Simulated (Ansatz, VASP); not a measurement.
**One calculation of Mn, two programs**

```xyz
2
Lattice="0.0000 3.4430 1.8896 1.8902 0.0000 1.8896 1.8902 3.4430 0.0000" Properties=species:S:1:pos:R:3 pbc="T T T"
Mn    1.8902    1.0670    1.8896
Mn    1.8902    5.8191    1.8896
```

Alike in both runs: functional PBE; k mesh 8 × 8 × 8; occupations gaussian, width 0.1 eV; no spin polarisation.

Ansatz relaxed the structure, and its values are those at the end. VASP's run is a single point on that final structure, the one shown.

|  | VASP | Ansatz |
| --- | --- | --- |
| version | VASP 6.6.1 | Ansatz 0.2.0 |
| potentials or method | VASP PAW PBE potentials, release 64 (Mn_pv), cutoff 520 eV | scalar-relativistic, plane waves, PAW |
| valence electrons in the cell | 26 | 30 |

```csv
,VASP,Ansatz,Ansatz less VASP
gap on the k mesh at the Fermi level (eV),none,none,-
pressure (GPa),0.2,0.0,-0.28
rms of the force components (eV/Å),0.023,0.011,-0.0120
```

A gap of «none» marks a metal or a gap that the smearing closes. With one functional, cell and mesh, what is left measures potentials, basis and numerics. VASP's potentials hold 26 valence electrons a cell and Ansatz's 30, so a difference there can come from the potentials and not from the codes.
